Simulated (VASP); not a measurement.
# SnTe (I4/mmm) in VASP: notebook

The runs below take SnTe through electric field gradients, with LDA.

Program: VASP 6.6.1. These are calculated values, not measurements. Logs are shortened: lines on timing, memory, paths and dates and some standing lists are left out, and cuts for length are marked.

**1. The cell of the first run**

Symmetry: I4/mmm, No. 139, tetragonal system. The conventional cell has a = 4.330 Å, b = 4.330 Å, c = 6.313 Å, α = 90.00°, β = 90.00°, γ = 90.00°. Sn (site symmetry 4/mmm) has 6 Te at 3.06 to 3.16 Å within 4.0 Å. Te (site symmetry 4/mmm) has 6 Sn at 3.06 to 3.16 Å within 4.0 Å.

**2. Electric field gradients, LDA (equal xx and yy strain of -3 %)**

INCAR reads:

```
PREC = Accurate ; ENCUT = 520
EDIFF = 1E-8 ; ISMEAR = -1
SIGMA = 0.08 ; LREAL = F
LASPH = T ; NELM = 60
ALGO = Normal ; ISIF = 2
LWAVE = F ; LCHARG = F
GGA = CA ; LEFG = T
NBANDS = 17
```

KPOINTS reads:

```
Automatic mesh
0
Gamma
  11 11 11
```

POSCAR reads:

```
SnTe
1.0
    0.0000000000      3.0618050000      3.1565000000
    3.0618050000      0.0000000000      3.1565000000
    3.0618050000      3.0618050000      0.0000000000
Sn Te
1 1
Direct
    0.0000000000      0.0000000000      0.0000000000
    0.5000000000      0.5000000000      0.5000000000
```

Potentials or basis: VASP PAW LDA potentials, release 64 (Sn_d, Te).

Run with:

```
cat potpaw_LDA.64/Sn_d/POTCAR potpaw_LDA.64/Te/POTCAR > POTCAR
mpirun -np 1 vasp_std > vasp.out
```

OUTCAR:

```text
PREC = Accurate
   ENCUT = 520
   EDIFF = 1E-8
   ISMEAR = -1
   LREAL = F
   LASPH = T
   NELM = 60
   ISIF = 2
   GGA = CA

 ion  position               nearest neighbor table
   1  0.000  0.000  0.000-   2 3.06   2 3.06   2 3.06   2 3.06   2 3.16   2 3.16
   2  0.500  0.500  0.500-   1 3.06   1 3.06   1 3.06   1 3.06   1 3.16   1 3.16

  LATTYP: Found a body centered tetragonal cell.
 ALAT       =     4.3300461563
 C/A-ratio  =     1.4579521262

  Lattice vectors:

 A1 = (  -3.0618050000,   0.0000000000,   3.1565000000)
 A2 = (   3.0618050000,   0.0000000000,   3.1565000000)
 A3 = (   0.0000000000,   3.0618050000,  -3.1565000000)

Analysis of symmetry for initial positions (statically):
=====================================================================
 Subroutine PRICEL returns:
 Original cell was already a primitive cell.

 Routine SETGRP: Setting up the symmetry group for a
 body centered tetragonal supercell.

 Subroutine GETGRP returns: Found 16 space group operations
 (whereof 16 operations were pure point group operations)
 out of a pool of 16 trial point group operations.

The static configuration has the point symmetry D_4h.

Analysis of symmetry for dynamics (positions and initial velocities):
=====================================================================
 Subroutine PRICEL returns:
 Original cell was already a primitive cell.

 Routine SETGRP: Setting up the symmetry group for a
 body centered tetragonal supercell.

 Subroutine GETGRP returns: Found 16 space group operations
 (whereof 16 operations were pure point group operations)
 out of a pool of 16 trial point group operations.

The dynamic configuration has the point symmetry D_4h.

 Subroutine INISYM returns: Found 16 space group operations
 (whereof 16 operations are pure point group operations),
 and found     1 'primitive' translations

----------------------------------------------------------------------------------------

                                     Primitive cell

  volume of cell :      59.1822

  direct lattice vectors                    reciprocal lattice vectors
     0.000000000  3.061805000  3.156500000    -0.163302366  0.163302366  0.158403295
     3.061805000  0.000000000  3.156500000     0.163302366 -0.163302366  0.158403295
     3.061805000  3.061805000  0.000000000     0.163302366  0.163302366 -0.158403295

  length of vectors
     4.397515447  4.397515447  4.330046156     0.280048084  0.280048084  0.280048084

  position of ions in fractional coordinates (direct lattice)
     0.000000000  0.000000000  0.000000000
     0.500000000  0.500000000  0.500000000

  ion indices of the primitive-cell ions
   primitive index   ion index
                 1           1
                 2           2

----------------------------------------------------------------------------------------

 KPOINTS: Automatic mesh

Automatic generation of k-mesh.
 Grid dimensions read from file:
 generate k-points for:   11   11   11

 Generating k-lattice:

  Cartesian coordinates                     Fractional coordinates (reciprocal lattice)
    -0.014845670  0.014845670  0.014400300     0.090909091 -0.000000000  0.000000000
     0.014845670 -0.014845670  0.014400300    -0.000000000  0.090909091  0.000000000
     0.014845670  0.014845670 -0.014400300     0.000000000  0.000000000  0.090909091

  Length of vectors
     0.025458917  0.025458917  0.025458917

  Shift w.r.t. Gamma in fractional coordinates (k-lattice)
     0.000000000  0.000000000  0.000000000

 Subroutine IBZKPT returns following result:
 ===========================================

 Found    126 irreducible k-points:

 Following reciprocal coordinates:
            Coordinates               Weight
  0.000000  0.000000  0.000000      1.000000
  0.090909  0.000000  0.000000      8.000000
  0.181818  0.000000  0.000000      8.000000
  0.272727  0.000000  0.000000      8.000000
  0.363636  0.000000  0.000000      8.000000
  0.454545  0.000000  0.000000      8.000000
[... 16 lines left out ...]
 -0.272727  0.181818  0.000000      8.000000
 -0.181818  0.181818  0.000000      4.000000
 [... further k-points ...]
   k-points           NKPTS =    126   k-points in BZ     NKDIM =    126   number of bands    NBANDS=     17
   number of dos      NEDOS =    301   number of ions     NIONS =      2
   total plane-waves  NPLWV =  41472
   dimension x,y,z NGX =    36 NGY =   36 NGZ =   32
   dimension x,y,z NGXF=    72 NGYF=   72 NGZF=   64
   ions per type =               1   1
   NGX,Y,Z   is equivalent  to a cutoff of  13.61, 13.61, 12.29 a.u.
   NGXF,Y,Z  is equivalent  to a cutoff of  27.22, 27.22, 24.57 a.u.
 SYSTEM =  unknown system
   PREC   = accura    normal or accurate (medium, high low for compatibility)
   ISTART =      0    job   : 0-new  1-cont  2-samecut
   ICHARG =      2    charge: 1-file 2-atom 10-const
   ISPIN  =      1    spin polarized calculation?
   LNONCOLLINEAR =      F non collinear calculations
   LSORBIT =      F    spin-orbit coupling
   LASPH  =      T    aspherical Exc in radial PAW
   ENCUT  =  520.0 eV  38.22 Ry    6.18 a.u.   8.18  8.18  8.05*2*pi/ulx,y,z
   NELM   =     60;   NELMIN=  2; NELMDL= -5     # of ELM steps
   EDIFF  = 0.1E-07   stopping-criterion for ELM
   LREAL  =      F    real-space projection
   EDIFFG = 0.1E-06   stopping-criterion for IOM
   NSW    =      0    number of steps for IOM
   IBRION =     -1    ionic relax: 0-MD 1-quasi-New 2-CG
   NFREE  =      0    steps in history (QN), initial steepest desc. (CG)
   ISIF   =      2    stress and relaxation
   ISYM   =      2    0-nonsym 1-usesym 2-fastsym
   POTIM  = 0.5000    time-step for ionic-motion
   TEBEG  =    0.0;   TEEND  =   0.0 temperature during run
   PSTRESS=    0.0 pullay stress
   NELECT =      20.0000    total number of electrons
   NUPDOWN=      -1.0000    fix difference up-down
   EMIN   =  10.00;   EMAX   =-10.00  energy-range for DOS
   EFERMI =   0.00;   METHOD = LEGACY
   ISMEAR =    -1;   SIGMA  =   0.08  broadening in eV -4-tet -1-fermi 0-gaus
   EFERMI_NEDOS =   21; number of points for ismear=-14 and -15
   IALGO  =     38    algorithm
   IMIX   =      4    mixing-type and parameters
     AMIX     =   0.40;   BMIX     =  1.00
     AMIX_MAG =   1.60;   BMIX_MAG =  1.00
  volume/ion in A,a.u.               =      29.59       199.69
  Fermi-wavevector in a.u.,A,eV,Ry     =   1.140305  2.154865 17.691609  1.300297
  Thomas-Fermi vector in A             =   2.277008
   LORBIT       =      0    0 simple, 1 ext, 2 COOP (PROOUT), +10 PAW based schemes
   GGA     = CA    functional components
   LHFCALC =     F    Hartree Fock is set to
   AEXX    =    0.0000 exact exchange contribution
   IVDW    =     0    specifies the selected vdW correction
   LEPSILON=     F    determine dielectric tensor
   LRPA    =     F    only Hartree local field effects (RPA)
 non-spin polarized calculation
  energy-cutoff  :      520.00
  volume of cell :       59.18
 maximum number of plane-waves:      1610
 NGX is ok and might be reduce to    36
   NGX = 17   NGY = 17   NGZ = 17

 number of electron      20.0000001 magnetization

 Free energy of the ion-electron system (eV)
  ---------------------------------------------------
  ext. energy  EPLUGINS =         0.00000000
  ---------------------------------------------------
  free energy    TOTEN  =        -8.80974501 eV

  energy without entropy =       -8.80631059  energy(sigma->0) =       -8.80802780

 E-fermi :   7.4341     XC(G=0):  -9.9825

 val. band max:        7.3533697021   @ k =  -0.1818   0.1818   0.0000
 cond. band min:       7.6387052555   @ k =   0.4545   0.0000   0.0000
 fundamental gap:      0.2853355533
 Fermi energy:         7.4341194474

 k-point     1 :       0.0000    0.0000    0.0000
  band No.  band energies     occupation
      1     -14.3695      2.00000
      2     -14.3630      2.00000
      3     -14.3550      2.00000
      4     -14.3550      2.00000
      5     -14.3500      2.00000
      6      -5.7921      2.00000
[... 9 lines left out ...]
     16      12.2138      0.00000
     17      14.0657      0.00000

 k-point     2 :       0.0909    0.0000    0.0000
  band No.  band energies     occupation
      1     -14.3699      2.00000
      2     -14.3636      2.00000
      3     -14.3547      2.00000
      4     -14.3544      2.00000
      5     -14.3495      2.00000
      6      -5.7161      2.00000
[... 9 lines left out ...]
     16      12.3870      0.00000
     17      14.6025      0.00000

 k-point     3 :       0.1818    0.0000    0.0000
  band No.  band energies     occupation
      1     -14.3708      2.00000
      2     -14.3654      2.00000
      3     -14.3542      2.00000
      4     -14.3528      2.00000
      5     -14.3478      2.00000
      6      -5.4941      2.00000
[... 9 lines left out ...]
     16      12.8668      0.00000
     17      15.8345      0.00000

 k-point     4 :       0.2727    0.0000    0.0000
  band No.  band energies     occupation
      1     -14.3723      2.00000
      2     -14.3678      2.00000
      3     -14.3535      2.00000
      4     -14.3504      2.00000
      5     -14.3454      2.00000
      6      -5.1484      2.00000
[... 9 lines left out ...]
     16      13.6287      0.00000
     17      17.3600      0.00000

 k-point     5 :       0.3636    0.0000    0.0000
  band No.  band energies     occupation
      1     -14.3738      2.00000
      2     -14.3701      2.00000
      3     -14.3530      2.00000
      4     -14.3482      2.00000
      5     -14.3430      2.00000
      6      -4.7385      2.00000
[... 9 lines left out ...]
     16      14.7076      0.00000
     17      18.0593      0.00000

 k-point     6 :       0.4545    0.0000    0.0000
  band No.  band energies     occupation
      1     -14.3748      2.00000
      2     -14.3715      2.00000
      3     -14.3527      2.00000
      4     -14.3469      2.00000
      5     -14.3414      2.00000
      6      -4.4142      2.00000
[... 9 lines left out ...]
     16      15.9903      0.00000
     17      16.7824      0.00000
[... 281 lines left out ...]
 k-point    21 :      -0.4545    0.1818    0.0000
  band No.  band energies     occupation
      1     -14.3787      2.00000
      2     -14.3685      2.00000
      3     -14.3503      2.00000
      4     -14.3457      2.00000
      5     -14.3441      2.00000
      6      -4.2352      2.00000
[... 9 lines left out ...]
     16      15.8560      0.00000
     17      17.4463      0.00000

 k-point    22 :      -0.3636    0.1818    0.0000
  band No.  band energies     occupation
      1     -14.3764      2.00000
      2     -14.3701      2.00000
      3     -14.3514      2.00000
      4     -14.3469      2.00000
      5     -14.3424      2.00000
      6      -4.3149      2.00000
[... 9 lines left out ...]
     16      15.0544      0.00000
     17      17.4393      0.00000

 k-point    23 :      -0.2727    0.1818    0.0000
  band No.  band energies     occupation
      1     -14.3737      2.00000
      2     -14.3704      2.00000
      3     -14.3529      2.00000
      4     -14.3489      2.00000
      5     -14.3420      2.00000
      6      -4.6415      2.00000
[... 9 lines left out ...]
     16      15.8542      0.00000
     17      16.8948      0.00000

 k-point    24 :      -0.1818    0.1818    0.0000
  band No.  band energies     occupation
      1     -14.3714      2.00000
      2     -14.3695      2.00000
      3     -14.3542      2.00000
      4     -14.3509      2.00000
      5     -14.3430      2.00000
      6      -5.0150      2.00000
[... 9 lines left out ...]
     16      15.0378      0.00000
     17      15.4383      0.00000

 [... further k-points ...]

------------------------ aborting loop because EDIFF is reached ----------------------------------------

  FORCE on cell =-STRESS in cart. coord.  units (eV):
  Direction    XX          YY          ZZ          XY          YZ          ZX
  --------------------------------------------------------------------------------------
  -------------------------------------------------------------------------------------
  Total        1.0927998      1.0927998     -0.5642041      0.0000000      0.0000000     -0.0000000
  in kB       29.5842347     29.5842347    -15.2741123      0.0000000      0.0000000     -0.0000000
  external PRESSURE =      14.6314524 kB  Pullay stress =       0.0000000 kB

 VOLUME and BASIS-vectors are now :
 -----------------------------------------------------------------------------
  energy-cutoff  :      520.00
  volume of cell :       59.18
      direct lattice vectors                 reciprocal lattice vectors
     0.000000000  3.061805000  3.156500000    -0.163302366  0.163302366  0.158403295
     3.061805000  0.000000000  3.156500000     0.163302366 -0.163302366  0.158403295
     3.061805000  3.061805000  0.000000000     0.163302366  0.163302366 -0.158403295

 POSITION                                       TOTAL-FORCE (eV/Angst)
 -----------------------------------------------------------------------------------
      0.00000      0.00000      0.00000         0.000000     -0.000000      0.000000
      3.06181      3.06181      3.15650        -0.000000      0.000000      0.000000
 -----------------------------------------------------------------------------------
    total drift:                               -0.000000      0.000000      0.000000

  FREE ENERGIE OF THE ION-ELECTRON SYSTEM (eV)
  ---------------------------------------------------
  free  energy   TOTEN  =        -8.8097450056 eV

  energy  without entropy=       -8.8063105941  energy(sigma->0) =       -8.80802780

 Electric field gradients (V/A^2)
---------------------------------------------------------------------
 ion       V_xx      V_yy      V_zz      V_xy      V_xz      V_yz
---------------------------------------------------------------------
   1     -22.112   -22.112    44.224    -0.001    -0.000    -0.000
   2      -6.669    -6.669    13.337     0.000     0.000     0.000
---------------------------------------------------------------------

 Electric field gradients after diagonalization (V/A^2)
 (convention: |V_zz| > |V_xx| > |V_yy|)
----------------------------------------------------------------------
 ion       V_xx      V_yy      V_zz     asymmetry (V_yy - V_xx)/ V_zz
----------------------------------------------------------------------
   1     -22.113   -22.111    44.224       0.000
   2      -6.669    -6.668    13.337       0.000
----------------------------------------------------------------------

           NMR quadrupolar parameters

 Cq : quadrupolar parameter    Cq=e*Q*V_zz/h
 eta: asymmetry parameters     (V_yy - V_xx)/ V_zz
 Q  : nuclear electric quadrupole moment in mb (millibarn)
----------------------------------------------------------------------
 ion       Cq(MHz)       eta       Q (mb)
----------------------------------------------------------------------
   1       0.107       0.000       1.000
   2       0.032       0.000       1.000
----------------------------------------------------------------------
```

It took 45 s on 1 thread of Intel Xeon 6975P-C (Granite Rapids), shared host; peak memory 0.26 GiB.

What came out:

| Item | Value |
| --- | --- |
| Free energy | -8.8097 eV |
| Pressure | 1.5 GPa |
| Band gap on the k mesh | 0.29 eV (least direct gap 0.37 eV) |
| Largest electric field gradient by atom | Sn +44.2; Te +13.3 V/Å² |

Stress tensor (GPa, compression positive):
```
 2.96  0.00  0.00
 0.00  2.96  0.00
 0.00  0.00 -1.53
```

Electric field gradients, principal values (V/Å²):
```csv
atom,least,middle,greatest (by size)
1 Sn,-22.111,-22.113,44.224
2 Te,-6.668,-6.669,13.337
```

Caveat: the cell differs from its parent crystal (equal xx and yy strain of -3 %); without QUAD_EFG the Cq values of the log hold for a quadrupole moment of 1 mb, not for the nuclei; spin-orbit coupling is left out, which moves the levels of the heavy elements; an odd mesh through Γ misses points on the zone boundary, where band edges can lie.

(Continued in part 2 of 2.)
